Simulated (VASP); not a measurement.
Here is a VASP 6.6.1 calculation.

The input INCAR:

```
SYSTEM = Li2O
PREC = Accurate ; ENCUT = 750
EDIFF = 1E-6 ; ISMEAR = 0
SIGMA = 0.01 ; LREAL = .False.
LASPH = .True. ; NELM = 120
ALGO = Normal ; ISIF = 2
LWAVE = .False. ; LCHARG = .False.
GGA = PS ; NBANDS = 13
GGA_COMPAT = .False.
```

File KPOINTS:

```
regular mesh
0
Gamma
  8 8 8
  0 0 0
```

POSCAR

```
Li2O
1.0
    0.0000000000      2.3050000000      2.3050000000
    2.3050000000      0.0000000000      2.3050000000
    2.3050000000      2.3050000000      0.0000000000
Li O
2 1
Direct
    0.2500000000      0.2500000000      0.2500000000
    0.7500000000      0.7500000000      0.7500000000
    0.0000000000      0.0000000000      0.0000000000
```

Potentials or basis: VASP PAW PBE potentials, release 64 (Li_sv, O).

The run is started by

```sh
$ cat potpaw_PBE.64/Li_sv/POTCAR potpaw_PBE.64/O/POTCAR > POTCAR
$ mpirun -np 1 vasp_std > vasp.out
```

Problem. Predict the band gap on the k mesh.

Solution. 4.84 eV, indirect (least direct gap 5.20 eV).

Problem. Estimate the pressure.

Solution. -1.5 GPa.

Caveat: the PAW data sets were made with another functional, which shifts forces and pressure a little. A hybrid or GW would open this gap; PBEsol tends to underestimate it.
